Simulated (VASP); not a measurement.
Crystal: GaCo.

```
Ga Co
1.0
     2.87800    0.00000    0.00000
     0.00000    2.87800    0.00000
     0.00000    0.00000    2.87800
Ga Co
1 1
Direct
  0.50000 0.50000 0.50000
  0.00000 0.00000 0.00000
```

Base run:

```yaml
Program: VASP 6.6.1
Functional: PBE
Potentials_or_basis: VASP PAW PBE potentials, release 64 (Ga_d, Co)
Cutoff: 520 eV
k_mesh: 8 × 8 × 8
Occupations: fermi-dirac, width 0.05 eV
Spin: collinear spin, ferromagnetic start
Starting_moments: "[0.0, 1.5] μB"
Fixed_moment: 1.5 μB
```

Its results: pressure 10.2 GPa; site moments Ga +0.03; Co +1.43 μB.

Task: The run is repeated on the same cell with these changes: fixed moment from 1.5 μB to 3 μB; moments at the start from [0.0, 1.5] to [0.0, 3.0]. What comes out?

Result: Pressure 36.9 GPa; site moments Ga +0.37; Co +2.44 μB.

Caveats: the cell stands under pressure; the total moment is fixed, so each spin has its own Fermi level.
